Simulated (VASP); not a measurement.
# BeCdRe (P4/nmm) in VASP: notebook

The runs below take BeCdRe through single point, relaxation of cell and atoms, with PBE.

Everything below comes from runs of VASP 6.6.1. Logs are shortened: lines on timing, memory, paths and dates and some standing lists are left out, and cuts for length are marked.

## (1) The cell of the first run

Symmetry: P4/nmm, No. 129, tetragonal system. Conventional cell: a = 3.697 Å, b = 3.697 Å, c = 6.763 Å, α = 90.00°, β = 90.00°, γ = 90.00°. Within 3.3 Å of Be (site symmetry 4mm) lie 4 Re at 2.46 Å and 5 Cd at 2.65 to 2.75 Å. Within 3.5 Å of Cd (site symmetry 4mm) lie 5 Be at 2.65 to 2.75 Å and 4 Re at 3.10 Å and 4 Cd at 3.17 Å. Within 3.3 Å of Re (site symmetry -4m2) lie 4 Be at 2.46 Å and 4 Re at 2.61 Å and 4 Cd at 3.10 Å.

## (2) Single point, PBE

Contents of INCAR:

```
  ALGO = Fast
  EDIFF = 1E-7
  ENCUT = 520
  GGA = PE
  ISIF = 2
  ISMEAR = 0
  LASPH = T
  LCHARG = T
  LELF = T
  LREAL = F
  LVHAR = T
  LWAVE = F
  NBANDS = 30
  NELM = 100
  PREC = Accurate
  SIGMA = 0.1
```

Contents of KPOINTS:

```
k-points
0
Gamma
  10 10 6
```

Contents of POSCAR:

```
BeCdRe
1.0
    3.6969588574      0.0000000000      0.0000000000
    0.0000000000      3.6969588574      0.0000000000
    0.0000000000      0.0000000000      6.7630350335
Be Cd Re
2 2 2
Direct
    0.5000000000      0.0000000000      0.2408229895
    0.0000000000      0.5000000000      0.7591770105
    0.5000000000      0.0000000000      0.6322565730
    0.0000000000      0.5000000000      0.3677434270
    0.0000000000      0.0000000000      0.0000000000
    0.5000000000      0.5000000000      0.0000000000
```

Potentials or basis: VASP PAW PBE potentials, release 64 (Be, Cd, Re).

The run is started by

```sh
> cat potpaw_PBE.64/Be/POTCAR potpaw_PBE.64/Cd/POTCAR potpaw_PBE.64/Re/POTCAR > POTCAR
> mpirun -np 1 vasp_std > vasp.out
```

OUTCAR:

```text
EDIFF = 1E-7
   ENCUT = 520
   GGA = PE
   ISIF = 2
   ISMEAR = 0
   LASPH = T
   LREAL = F
   NELM = 100
   PREC = Accurate

 ion  position               nearest neighbor table
   1  0.500  0.000  0.241-   5 2.46   6 2.46   6 2.46   5 2.46   3 2.65   4 2.75   4 2.75   4 2.75
                             4 2.75
   2  0.000  0.500  0.759-   5 2.46   6 2.46   5 2.46   6 2.46   4 2.65   3 2.75   3 2.75   3 2.75
                             3 2.75
   3  0.500  0.000  0.632-   1 2.65   2 2.75   2 2.75   2 2.75   2 2.75   6 3.10   6 3.10   5 3.10
                             5 3.10   4 3.17   4 3.17   4 3.17   4 3.17
   4  0.000  0.500  0.368-   2 2.65   1 2.75   1 2.75   1 2.75   1 2.75   5 3.10   6 3.10   6 3.10
                             5 3.10   3 3.17   3 3.17   3 3.17   3 3.17
   5  0.000  0.000  0.000-   1 2.46   2 2.46   2 2.46   1 2.46   6 2.61   6 2.61   6 2.61   6 2.61
                             4 3.10   3 3.10   4 3.10   3 3.10
   6  0.500  0.500  0.000-   1 2.46   2 2.46   1 2.46   2 2.46   5 2.61   5 2.61   5 2.61   5 2.61
                             4 3.10   4 3.10   3 3.10   3 3.10

  LATTYP: Found a simple tetragonal cell.
 ALAT       =     3.6969588574
 C/A-ratio  =     1.8293509055

  Lattice vectors:

 A1 = (   3.6969588574,   0.0000000000,   0.0000000000)
 A2 = (   0.0000000000,   3.6969588574,   0.0000000000)
 A3 = (   0.0000000000,   0.0000000000,   6.7630350335)

Analysis of symmetry for initial positions (statically):
=====================================================================
 Subroutine PRICEL returns:
 Original cell was already a primitive cell.

 Routine SETGRP: Setting up the symmetry group for a
 simple tetragonal supercell.

 Subroutine GETGRP returns: Found 16 space group operations
 (whereof  8 operations were pure point group operations)
 out of a pool of 16 trial point group operations.

The static configuration has the point symmetry D_2d.
 The point group associated with its full space group is D_4h.

Analysis of symmetry for dynamics (positions and initial velocities):
=====================================================================
 Subroutine PRICEL returns:
 Original cell was already a primitive cell.

 Routine SETGRP: Setting up the symmetry group for a
 simple tetragonal supercell.

 Subroutine GETGRP returns: Found 16 space group operations
 (whereof  8 operations were pure point group operations)
 out of a pool of 16 trial point group operations.

The dynamic configuration has the point symmetry D_2d.
 The point group associated with its full space group is D_4h.

 Subroutine INISYM returns: Found 16 space group operations
[... 105 lines left out ...]
   EDIFF  = 0.1E-06   stopping-criterion for ELM
   LREAL  =      F    real-space projection
   EDIFFG = 0.1E-05   stopping-criterion for IOM
   NSW    =      0    number of steps for IOM
   IBRION =     -1    ionic relax: 0-MD 1-quasi-New 2-CG
   NFREE  =      0    steps in history (QN), initial steepest desc. (CG)
   ISIF   =      2    stress and relaxation
   ISYM   =      2    0-nonsym 1-usesym 2-fastsym
   POTIM  = 0.5000    time-step for ionic-motion
   TEBEG  =    0.0;   TEEND  =   0.0 temperature during run
   PSTRESS=    0.0 pullay stress
   NELECT =      42.0000    total number of electrons
   NUPDOWN=      -1.0000    fix difference up-down
   EMIN   =  10.00;   EMAX   =-10.00  energy-range for DOS
   EFERMI =   0.00;   METHOD = LEGACY
   ISMEAR =     0;   SIGMA  =   0.10  broadening in eV -4-tet -1-fermi 0-gaus
   EFERMI_NEDOS =   21; number of points for ismear=-14 and -15
   IALGO  =     68    algorithm
   IMIX   =      4    mixing-type and parameters
     AMIX     =   0.40;   BMIX     =  1.00
     AMIX_MAG =   1.60;   BMIX_MAG =  1.00
  volume/ion in A,a.u.               =      15.41       103.96
  Fermi-wavevector in a.u.,A,eV,Ry     =   1.258580  2.378372 21.551964  1.584025
  Thomas-Fermi vector in A             =   2.392183
   LORBIT       =      0    0 simple, 1 ext, 2 COOP (PROOUT), +10 PAW based schemes
   GGA     = PE    functional components
   LHFCALC =     F    Hartree Fock is set to
   AEXX    =    0.0000 exact exchange contribution
   IVDW    =     0    specifies the selected vdW correction
   LEPSILON=     F    determine dielectric tensor
   LRPA    =     F    only Hartree local field effects (RPA)
 non-spin polarized calculation
 RMM-DIIS sequential band-by-band and
 Gauss-broadening in eV      SIGMA  =   0.10
  energy-cutoff  :      520.00
  volume of cell :       92.43
 maximum number of plane-waves:      2508
 NGX is ok and might be reduce to    28
   NGX = 13   NGY = 13   NGZ = 25

 number of electron      42.0000013 magnetization

 Free energy of the ion-electron system (eV)
  ---------------------------------------------------
  ext. energy  EPLUGINS =         0.00000000
  ---------------------------------------------------
  free energy    TOTEN  =       -31.71601818 eV

  energy without entropy =      -31.69728747  energy(sigma->0) =      -31.70665283

 E-fermi :   4.8346     XC(G=0): -11.6653

 val. band max:        4.8207281871   @ k =   0.5000   0.5000   0.1667
 cond. band min:       4.8602460820   @ k =   0.3000   0.2000   0.5000
 fundamental gap:      0.0395178949
 Fermi energy:         4.8345990461

 k-point     1 :       0.0000    0.0000    0.0000
  band No.  band energies     occupation
      1      -4.6756      2.00000
      2      -4.2276      2.00000
      3      -4.1109      2.00000
      4      -3.8047      2.00000
      5      -3.8047      2.00000
      6      -3.7855      2.00000
[... 781 lines left out ...]
     29      10.9063      0.00000
     30      11.2375      0.00000

 [... further k-points ...]
[... 5 lines left out ...]
  --------------------------------------------------------------------------------------
  -------------------------------------------------------------------------------------
  Total       -0.0059358     -0.0059358      0.2118198      0.0000000      0.0000000      0.0000000
  in kB       -0.1028868     -0.1028868      3.6715231      0.0000000      0.0000000      0.0000000
  external PRESSURE =       1.1552498 kB  Pullay stress =       0.0000000 kB

 VOLUME and BASIS-vectors are now :
 -----------------------------------------------------------------------------
  energy-cutoff  :      520.00
  volume of cell :       92.43
      direct lattice vectors                 reciprocal lattice vectors
     3.696958857  0.000000000  0.000000000     0.270492596  0.000000000  0.000000000
     0.000000000  3.696958857  0.000000000     0.000000000  0.270492596  0.000000000
     0.000000000  0.000000000  6.763035033     0.000000000  0.000000000  0.147862608

 POSITION                                       TOTAL-FORCE (eV/Angst)
 -----------------------------------------------------------------------------------
      1.84848      0.00000      1.62869         0.000000     -0.000000      0.007884
      0.00000      1.84848      5.13434         0.000000      0.000000     -0.007884
      1.84848      0.00000      4.27597        -0.000000     -0.000000     -0.010727
      0.00000      1.84848      2.48706         0.000000     -0.000000      0.010727
      0.00000      0.00000      0.00000        -0.000000     -0.000000     -0.000000
      1.84848      1.84848      0.00000        -0.000000      0.000000     -0.000000
 -----------------------------------------------------------------------------------
    total drift:                                0.000000      0.000000     -0.000000

  FREE ENERGIE OF THE ION-ELECTRON SYSTEM (eV)
  ---------------------------------------------------
  free  energy   TOTEN  =       -31.7160181846 eV

  energy  without entropy=      -31.6972874684  energy(sigma->0) =      -31.70665283
```

stdout:

```text
POSCAR found type information on POSCAR BeCdRe
 POSCAR found :  3 types and       6 ions
 scaLAPACK will be used
 LDA part: xc-table for (Slater+PW92), standard interpolation
 POSCAR, INCAR and KPOINTS ok, starting setup
 FFT: planning ... GRIDC
 FFT: planning ... GRID_SOFT
 FFT: planning ... GRID
 WAVECAR not read
 entering main loop
WARNING in EDDRMM: call to ZHEGV failed, returncode =   8  4     24
WARNING in EDDRMM: call to ZHEGV failed, returncode =   8  4     25
```

Wall time 3.2 min (1 thread of Intel Xeon Platinum 8488C (Sapphire Rapids), shared host); peak memory 0.35 GiB.

What came out:

```
Free energy            : -31.7160 eV
Pressure               : 0.1 GPa
Largest force          : 0.011 eV/Å
Band gap on the k mesh : zero (bands 21 and 22 overlap by 2.31 eV)
```

Forces in eV/Å, atoms in the order of the input:
```
Be   0.000  0.000  0.008
Be   0.000  0.000 -0.008
Cd   0.000  0.000 -0.011
Cd   0.000  0.000  0.011
Re   0.000  0.000  0.000
Re   0.000  0.000  0.000
```

Levels at points of the mesh, in eV from the Fermi level:
```csv
k point,band 19,band 20,band 21,band 22,band 23,band 24
"(0.00, 0.00, 0.00)",0.06,0.47,0.47,1.73,1.73,3.24
"(0.50, 0.00, 0.00)",-1.34,-1.34,-0.60,-0.60,-0.26,-0.26
"(0.50, 0.50, 0.00)",-0.68,-0.68,0.10,0.10,0.36,0.36
"(0.00, 0.00, 0.50)",0.05,0.70,0.70,2.32,2.75,2.75
"(0.50, 0.00, 0.50)",-1.61,-1.61,-1.37,-1.37,-0.27,-0.27
"(0.50, 0.50, 0.50)",-2.10,-2.10,-0.39,-0.39,-0.18,-0.18
```

Caveat: spin-orbit coupling is left out, which moves the levels of the heavy elements.

[end of part 1 of 2]

The gap in the log of VASP goes by the Fermi energy; the results here count the filled bands.